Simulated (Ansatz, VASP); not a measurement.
Ga2SbP in VASP and in Ansatz

The input POSCAR:

```
Ga2SbP
1.0
    4.0926218735      0.0000000000      0.0000000000
    0.0000000000      4.0926218735      0.0000000000
    0.0000000000      0.0000000000      5.7135384487
P Ga Sb
1 2 1
Direct
    0.0000000000      0.0000000000      0.0000000000
    0.0000000000      0.5000000000      0.7763839162
    0.5000000000      0.0000000000      0.2236160838
    0.5000000000      0.5000000000      0.5000000000
```

File INCAR.step1:

```
SYSTEM = Ga2SbP
  PREC = Accurate
  ENCUT = 520
  EDIFF = 1E-5
  ISMEAR = 0
  SIGMA = 0.01
  LREAL = .False.
  LASPH = .True.
  NELM = 100
  ALGO = Normal
  ISIF = 2
  LWAVE = .True.
  LCHARG = .False.
  NBANDS = 26
  GGA = PE
```

INCAR.step2

```
SYSTEM = Ga2SbP
  PREC = Accurate
  ENCUT = 520
  EDIFF = 1E-6
  ISMEAR = 0
  SIGMA = 0.01
  LREAL = .False.
  LASPH = .True.
  NELM = 100
  ALGO = Normal
  ISIF = 2
  LWAVE = .False.
  LCHARG = .False.
  GGA = PE
  LHFCALC = .True.
  HFSCREEN = 0.2079
  PRECFOCK = Normal
  NBANDS = 26
  ISTART = 1
```

Contents of KPOINTS:

```
Automatic mesh
0
Gamma
  4 4 4
  0 0 0
```

Input for Ansatz:

```yaml
crystal:
  lattice:
    - [4.0926218735, 0.0, 0.0]
    - [0.0, 4.0926218735, 0.0]
    - [0.0, 0.0, 5.7135384487]
  atoms:
    - { symbol: P, position: [0.0, 0.0, 0.0] }
    - { symbol: Ga, position: [0.0, 0.5, 0.7763839162] }
    - { symbol: Sb, position: [0.5, 0.5, 0.5] }
    - { symbol: Ga, position: [0.5, 0.0, 0.2236160838] }
kpoints:
  mp_grid: { grid: [4, 4, 4] }
  band_path:
    path:
      - [0.0, 0.0, 0.0]
      - [0.0, 0.5, 0.0]
      - [0.5, 0.5, 0.0]
      - [0.0, 0.0, 0.5]
      - [0.0, 0.5, 0.5]
      - [0.5, 0.5, 0.5]
    npoints: 1
hamiltonian:
  xc: hse06
scf:
  occupations: { method: fixed }
  n_extra_bands: 5
output:
  forces: true
  stress: true
  eigenvalues: true
```

Change from the starting cell: uniaxial_z strain -1.6%.

Alike in both runs: task single point; functional HSE06; k mesh 4 × 4 × 4; no spin polarisation.

|  | VASP | Ansatz |
| --- | --- | --- |
| version | VASP 6.6.1 | Ansatz 0.2.0 |
| potentials or method | VASP PAW PBE potentials, release 64 (P, Ga_d, Sb) | plane waves, PAW |
| plane-wave cutoff (eV) | 520 | 420 |
| occupations | gaussian, width 0.01 eV | fixed |
| valence electrons in the cell | 36 | 46 |

VASP gave:

```
gap on the k mesh at the Fermi level (eV) : 0.93
pressure (GPa)                            : 1.1
rms of the force components (eV/Å)        : 0.025
```

Task: What did Ansatz give for the same quantities?

Result: gap on the k mesh at the Fermi level (eV): 0.91; pressure (GPa): 1.5; rms of the force components (eV/Å): 0.004.

VASP's potentials hold 36 valence electrons a cell and Ansatz's 46, so a difference there can come from the potentials and not from the codes. Ansatz's warnings: stress exchange threshold loose, stress scf threshold loose.

Spin-orbit coupling is off throughout.
